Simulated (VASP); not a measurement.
# Sn (C2/m) in VASP: further runs

Sn is run at these levels: PBEsol; tasks: single point.

Program: VASP 6.6.1. These are calculated values, not measurements. Logs are shortened: lines on timing, memory, paths and dates and some standing lists are left out, and cuts for length are marked.

### Step 1. The cell of the first run

It takes space group C2/m (No. 12, monoclinic). Conventional cell: a = 5.554 Å, b = 3.551 Å, c = 3.457 Å, α = 90.00°, β = 122.93°, γ = 90.00°. Within 4.3 Å of Sn (site symmetry 2/m) lie 12 Sn at 3.30 to 3.55 Å.

### Step 2. Single point, PBEsol (strain +0.0937 x Voigt [0, 0, 0, 0, 1, 0])

INCAR reads:

```
SYSTEM = Sn
  ALGO = Fast
  EDIFF = 1E-6
  ENCUT = 520
  GGA = PS
  ISIF = 2
  ISMEAR = 0
  LASPH = .True.
  LCHARG = .False.
  LREAL = .False.
  LWAVE = .False.
  NBANDS = 13
  NELM = 60
  PREC = Accurate
  SIGMA = 0.15
```

KPOINTS reads:

```
k-points
0
Gamma
  20 20 20
  0 0 0
```

POSCAR reads:

```
Sn
1.0
   -1.6169876773      1.7755470000      2.2574536478
    1.8360903227     -1.7755470000      2.4192303522
    1.6169876773      1.7755470000     -2.2574536478
Sn
1
Direct
    0.0000000000      0.0000000000      0.0000000000
```

Potentials or basis: VASP PAW PBE potentials, release 64 (Sn_d).

Launch:

```bash
cat potpaw_PBE.64/Sn_d/POTCAR > POTCAR
mpirun -np 1 vasp_std > vasp.out
```

OUTCAR:

```text
SYSTEM = Sn
   EDIFF = 1E-6
   ENCUT = 520
   GGA = PS
   ISIF = 2
   ISMEAR = 0
   LASPH = .True.
   LREAL = .False.
   NELM = 60
   PREC = Accurate

 ion  position               nearest neighbor table
   1  0.000  0.000  0.000-

  LATTYP: Found a base centered monoclinic cell.
 ALAT       =     5.5536460530
 B/A-ratio  =     0.6394166942
 C/A-ratio  =     0.6224497401
 COS(beta)  =    -0.5436321194

  Lattice vectors:

 A1 = (  -1.6169876773,   1.7755470000,   2.2574536478)
 A2 = (  -1.6169876773,  -1.7755470000,   2.2574536478)
 A3 = (   3.4530780000,   0.0000000000,   0.1617767044)

Analysis of symmetry for initial positions (statically):
=====================================================================
 Subroutine PRICEL returns:
 Original cell was already a primitive cell.

 Routine SETGRP: Setting up the symmetry group for a
 base centered monoclinic supercell.

 Subroutine GETGRP returns: Found  4 space group operations
 (whereof  4 operations were pure point group operations)
 out of a pool of  4 trial point group operations.

The static configuration has the point symmetry C_2h.

Analysis of symmetry for dynamics (positions and initial velocities):
=====================================================================
 Subroutine PRICEL returns:
 Original cell was already a primitive cell.

 Routine SETGRP: Setting up the symmetry group for a
 base centered monoclinic supercell.

 Subroutine GETGRP returns: Found  4 space group operations
 (whereof  4 operations were pure point group operations)
 out of a pool of  4 trial point group operations.

The dynamic configuration has the point symmetry C_2h.

 Subroutine INISYM returns: Found  4 space group operations
 (whereof  4 operations are pure point group operations),
 and found     1 'primitive' translations

----------------------------------------------------------------------------------------

                                     Primitive cell

  volume of cell :      28.6103

  direct lattice vectors                    reciprocal lattice vectors
    -1.616987677  1.775547000  2.257453648    -0.010039818  0.281603359  0.214297085
     1.836090323 -1.775547000  2.419230352     0.280193924  0.000000000  0.200699635
     1.616987677  1.775547000 -2.257453648     0.290233742  0.281603359 -0.013597451

  length of vectors
[... 87 lines left out ...]
   ISYM   =      2    0-nonsym 1-usesym 2-fastsym
   POTIM  = 0.5000    time-step for ionic-motion
   TEBEG  =    0.0;   TEEND  =   0.0 temperature during run
   PSTRESS=    0.0 pullay stress
   NELECT =      14.0000    total number of electrons
   NUPDOWN=      -1.0000    fix difference up-down
   EMIN   =  10.00;   EMAX   =-10.00  energy-range for DOS
   EFERMI =   0.00;   METHOD = LEGACY
   ISMEAR =     0;   SIGMA  =   0.15  broadening in eV -4-tet -1-fermi 0-gaus
   EFERMI_NEDOS =   21; number of points for ismear=-14 and -15
   IALGO  =     68    algorithm
   IMIX   =      4    mixing-type and parameters
     AMIX     =   0.40;   BMIX     =  1.00
     AMIX_MAG =   1.60;   BMIX_MAG =  1.00
  volume/ion in A,a.u.               =      28.61       193.07
  Fermi-wavevector in a.u.,A,eV,Ry     =   1.290060  2.437861 22.643579  1.664256
  Thomas-Fermi vector in A             =   2.421915
   LORBIT       =      0    0 simple, 1 ext, 2 COOP (PROOUT), +10 PAW based schemes
   GGA     = PS    functional components
   LHFCALC =     F    Hartree Fock is set to
   AEXX    =    0.0000 exact exchange contribution
   IVDW    =     0    specifies the selected vdW correction
   LEPSILON=     F    determine dielectric tensor
   LRPA    =     F    only Hartree local field effects (RPA)
 non-spin polarized calculation
 RMM-DIIS sequential band-by-band and
 Gauss-broadening in eV      SIGMA  =   0.15
  energy-cutoff  :      520.00
  volume of cell :       28.61
 maximum number of plane-waves:       798
 NGX is ok and might be reduce to    28
   NGX = 13   NGY = 13   NGZ = 13

 number of electron      13.9999999 magnetization

 Free energy of the ion-electron system (eV)
  ---------------------------------------------------
  ext. energy  EPLUGINS =         0.00000000
  ---------------------------------------------------
  free energy    TOTEN  =        -4.20183391 eV

  energy without entropy =       -4.19595400  energy(sigma->0) =       -4.19889396

 E-fermi :   7.3781     XC(G=0): -10.2595

 val. band max:        7.3754184442   @ k =  -0.4500  -0.3000   0.1000
 cond. band min:       7.3801404269   @ k =  -0.4000  -0.4500   0.3000
 fundamental gap:      0.0047219826
 Fermi energy:         7.3780838275

 k-point     1 :       0.0000    0.0000    0.0000
  band No.  band energies     occupation
      1     -14.0949      2.00000
      2     -14.0843      2.00000
      3     -14.0236      2.00000
      4     -14.0051      2.00000
      5     -13.9740      2.00000
      6      -3.4287      2.00000
      7      13.6892      0.00000
      8      14.4310      0.00000
      9      15.3767      0.00000
     10      17.8562      0.00000
     11      18.5264      0.00000
     12      18.5723      0.00000
     13      19.4266      0.00000
[... 354 lines left out ...]
  band No.  band energies     occupation
      1     -14.0912      2.00000
      2     -14.0567      2.00000
      3     -14.0184      2.00000
      4     -13.9649      2.00000
      5     -13.9200      2.00000
      6      -0.6009      2.00000
      7       4.6742      2.00000
      8      12.5186      0.00000
      9      13.3971      0.00000
     10      16.7676      0.00000
     11      17.0860      0.00000
     12      19.1008      0.00000
     13      19.7565      0.00000

 [... further k-points ...]

------------------------ aborting loop because EDIFF is reached ----------------------------------------

  FORCE on cell =-STRESS in cart. coord.  units (eV):
  Direction    XX          YY          ZZ          XY          YZ          ZX
  --------------------------------------------------------------------------------------
  -------------------------------------------------------------------------------------
  Total       -0.5829124     -0.6225162     -0.5579233      0.0000000      0.0000000     -0.2191083
  in kB      -32.6431130    -34.8609298    -31.2437261      0.0000000      0.0000000    -12.2700731
  external PRESSURE =     -32.9159230 kB  Pullay stress =       0.0000000 kB

 VOLUME and BASIS-vectors are now :
 -----------------------------------------------------------------------------
  energy-cutoff  :      520.00
  volume of cell :       28.61
      direct lattice vectors                 reciprocal lattice vectors
    -1.616987677  1.775547000  2.257453648    -0.010039818  0.281603359  0.214297085
     1.836090323 -1.775547000  2.419230352     0.280193924  0.000000000  0.200699635
     1.616987677  1.775547000 -2.257453648     0.290233742  0.281603359 -0.013597451

 POSITION                                       TOTAL-FORCE (eV/Angst)
 -----------------------------------------------------------------------------------
      0.00000      0.00000      0.00000         0.000000      0.000000     -0.000000
 -----------------------------------------------------------------------------------
    total drift:                                0.000000      0.000000      0.000000

  FREE ENERGIE OF THE ION-ELECTRON SYSTEM (eV)
  ---------------------------------------------------
  free  energy   TOTEN  =        -4.2018339069 eV

  energy  without entropy=       -4.1959540048  energy(sigma->0) =       -4.19889396
```

OSZICAR:

```text
N       E                     dE             d eps       ncg     rms          rms(c)
DAV:   1     0.808054506120E+02    0.80805E+02   -0.71897E+03 56292   0.158E+03
DAV:   2     0.157662535404E+01   -0.79229E+02   -0.76755E+02 57997   0.340E+02
DAV:   3    -0.409647913247E+01   -0.56731E+01   -0.56505E+01 65219   0.738E+01
DAV:   4    -0.421635834080E+01   -0.11988E+00   -0.11985E+00 66984   0.115E+01
DAV:   5    -0.422054030739E+01   -0.41820E-02   -0.41819E-02 72874   0.208E+00    0.123E+00
RMM:   6    -0.420616444925E+01    0.14376E-01   -0.13705E-02 69608   0.154E+00    0.689E-01
RMM:   7    -0.420198340536E+01    0.41810E-02   -0.96534E-03 69499   0.115E+00    0.107E-01
RMM:   8    -0.420179367661E+01    0.18973E-03   -0.88761E-04 76519   0.441E-01    0.260E-02
RMM:   9    -0.420183095141E+01   -0.37275E-04   -0.38125E-04 85303   0.180E-01    0.232E-02
RMM:  10    -0.420183163817E+01   -0.68676E-06   -0.60295E-05 73687   0.115E-01    0.443E-03
RMM:  11    -0.420183342158E+01   -0.17834E-05   -0.32018E-05 88712   0.561E-02    0.711E-03
RMM:  12    -0.420183390693E+01   -0.48536E-06   -0.35730E-06 58315   0.186E-02
   1 F= -.42018339E+01 E0= -.41988940E+01  d E =-.587990E-02
```

It took 15 min on 1 thread of Oxide Virtual Turin-like, shared host; peak memory 0.74 GiB.

Results:

```yaml
Free_energy: -4.2018 eV
Pressure: -3.3 GPa
Band_gap_on_the_k_mesh: zero (bands 7 and 8 overlap by 8.29 eV)
```

Levels at points of the mesh, in eV from the Fermi level:
```
           k point  band 5  band 6  band 7  band 8  band 9  band 10
(0.00, 0.00, 0.00)  -21.35  -10.81    6.31    7.05    8.00    10.48
(0.50, 0.00, 0.00)  -21.28   -6.86   -4.43    5.03    6.23     9.15
(0.00, 0.50, 0.00)  -21.30   -7.24   -4.49    5.42    6.37     9.87
(0.50, 0.50, 0.00)  -21.27   -5.24   -3.59    1.45    3.15     4.96
(0.50, 0.00, 0.50)  -21.27   -5.93   -4.17    4.21    4.99     8.54
(0.50, 0.50, 0.50)  -21.27   -4.41   -3.10    1.17    1.94     4.61
```

Caveat: the cell differs from its parent crystal (strain +0.0937 x Voigt [0, 0, 0, 0, 1, 0]); the cell stands under tension; the PAW data sets were made with another functional, which shifts forces and pressure a little; spin-orbit coupling is left out, which moves the levels of the heavy elements.

### Step 3. Single point, PBEsol (strain -0.1500 x Voigt [0, 0, 0, 0, 1, 0])

INCAR reads:

```
SYSTEM = Sn
PREC = Accurate ; ENCUT = 520
EDIFF = 1E-7 ; ISMEAR = 0
SIGMA = 0.15 ; LREAL = .False.
LASPH = .True. ; NELM = 80
ALGO = Fast ; ISIF = 2
LWAVE = .False. ; LCHARG = .False.
GGA = PS ; NBANDS = 13
```

KPOINTS reads:

```
Automatic mesh
0
Gamma
  20 20 20
  0 0 0
```

POSCAR reads:

```
Sn
1.0
   -1.9019146500      1.7755470000      2.4678324250
    1.5511633500     -1.7755470000      2.2088515750
    1.9019146500      1.7755470000     -2.4678324250
Sn
1
Direct
    0.0000000000      0.0000000000      0.0000000000
```

Potentials or basis: VASP PAW PBE potentials, release 64 (Sn_d).

Launch:

```bash
cat potpaw_PBE.64/Sn_d/POTCAR > POTCAR
mpirun -np 1 vasp_std > vasp.out
```

It took 16 min on 1 thread of Oxide Virtual Turin-like, shared host; peak memory 0.73 GiB.

It converged, with:

```yaml
Free_energy: -4.1866 eV
Pressure: -2.8 GPa
Band_gap_on_the_k_mesh: zero (bands 7 and 8 overlap by 7.61 eV)
```

Stress tensor (GPa, compression positive):
```
-3.03  0.00  2.14
 0.00 -2.81  0.00
 2.14  0.00 -2.55
```

Levels at points of the mesh, in eV from the Fermi level:
```
           k point  band 5  band 6  band 7  band 8  band 9  band 10
(0.00, 0.00, 0.00)  -21.36  -10.86    5.62    7.11    8.16     9.64
(0.50, 0.00, 0.00)  -21.28   -6.87   -4.48    4.82    6.50     8.77
(0.00, 0.50, 0.00)  -21.26   -5.51   -4.06    3.84    4.59     8.15
(0.50, 0.50, 0.00)  -21.27   -5.27   -3.63    1.03    3.73     4.59
(0.50, 0.00, 0.50)  -21.31   -7.62   -4.58    5.79    6.76    10.12
(0.50, 0.50, 0.50)  -21.26   -4.33   -3.13    1.11    2.09     4.61
```

Caveat: the cell differs from its parent crystal (strain -0.1500 x Voigt [0, 0, 0, 0, 1, 0]); the PAW data sets were made with another functional, which shifts forces and pressure a little; spin-orbit coupling is left out, which moves the levels of the heavy elements.

### Step 4. Single point, PBEsol (strain +0.1312 x Voigt [0, 0, 0, 0, 1, 0])

INCAR reads:

```
ALGO = Fast
EDIFF = 1E-6
ENCUT = 520
GGA = PS
ISIF = 2
ISMEAR = 0
LASPH = True
LCHARG = True
LELF = True
LREAL = False
LVHAR = True
LWAVE = False
NBANDS = 13
NELM = 80
PREC = Accurate
SIGMA = 0.15
```

KPOINTS reads:

```
k-points
0
Gamma
  20 20 20
```

POSCAR reads:

```
Sn
1.0
   -1.5731437648      1.7755470000      2.2250810416
    1.8799342352     -1.7755470000      2.4516029584
    1.5731437648      1.7755470000     -2.2250810416
Sn
1
Direct
    0.0000000000      0.0000000000      0.0000000000
```

Launch:

```bash
cat potpaw_PBE.64/Sn_d/POTCAR > POTCAR
mpirun -np 1 vasp_std > vasp.out
```

Wall time 11 min (1 thread of Oxide Virtual Turin-like, shared host); peak memory 0.73 GiB.

Results (log left out):

| Quantity | Value |
| --- | --- |
| Free energy | -4.1927 eV |
| Pressure | -3.0 GPa |
| Band gap on the k mesh | zero (bands 7 and 8 overlap by 7.83 eV) |

Stress tensor (GPa, compression positive):
```
-3.13  0.00 -1.88
 0.00 -3.08  0.00
-1.88  0.00 -2.75
```

Levels at points of the mesh, in eV from the Fermi level:
| k point | band 5 | band 6 | band 7 | band 8 | band 9 | band 10 |
| --- | --- | --- | --- | --- | --- | --- |
| (0.00, 0.00, 0.00) | -21.35 | -10.83 | 5.86 | 7.09 | 8.12 | 9.92 |
| (0.50, 0.00, 0.00) | -21.28 | -6.86 | -4.46 | 4.90 | 6.41 | 8.90 |
| (0.00, 0.50, 0.00) | -21.30 | -7.49 | -4.55 | 5.67 | 6.64 | 10.06 |
| (0.50, 0.50, 0.00) | -21.26 | -5.25 | -3.61 | 1.17 | 3.53 | 4.71 |
| (0.50, 0.00, 0.50) | -21.26 | -5.65 | -4.10 | 3.97 | 4.73 | 8.29 |
| (0.50, 0.50, 0.50) | -21.26 | -4.36 | -3.12 | 1.14 | 2.04 | 4.61 |

Caveat: the cell differs from its parent crystal (strain +0.1312 x Voigt [0, 0, 0, 0, 1, 0]); the PAW data sets were made with another functional, which shifts forces and pressure a little; spin-orbit coupling is left out, which moves the levels of the heavy elements.

### Step 5. Overview

| cell | further INCAR settings | gap on the mesh (eV) | pressure (GPa) |
| --- | --- | --- | --- |
| a = 3.296, b = 3.518 Å, angles 119.1, 114.8, 93.3°, 1 atom | ALGO = Fast; EDIFF = 1e-06; NBANDS = 13 | none | -3.3 |
| a = 3.586, b = 3.231 Å, angles 119.2, 120.6, 93.2°, 1 atom | ALGO = Fast; EDIFF = 1e-07; NBANDS = 13 | none | -2.8 |
| a = 3.252, b = 3.563 Å, angles 119.2, 113.8, 93.2°, 1 atom | ALGO = Fast; EDIFF = 1e-06; NBANDS = 13 | none | -3.0 |

Alike in all rows: task single point; level PBEsol; potentials or basis VASP PAW PBE potentials, release 64 (Sn_d); no spin polarisation; k mesh 20 × 20 × 20; cutoff (eV) 520; smearing gaussian 0.15 eV.

Caveats: the PAW data sets were made with another functional, which shifts forces and pressure a little; spin-orbit coupling is left out, which moves the levels of the heavy elements; the cell stands under tension (at least some runs).

Absolute energies hang on the potentials; compare differences alone.
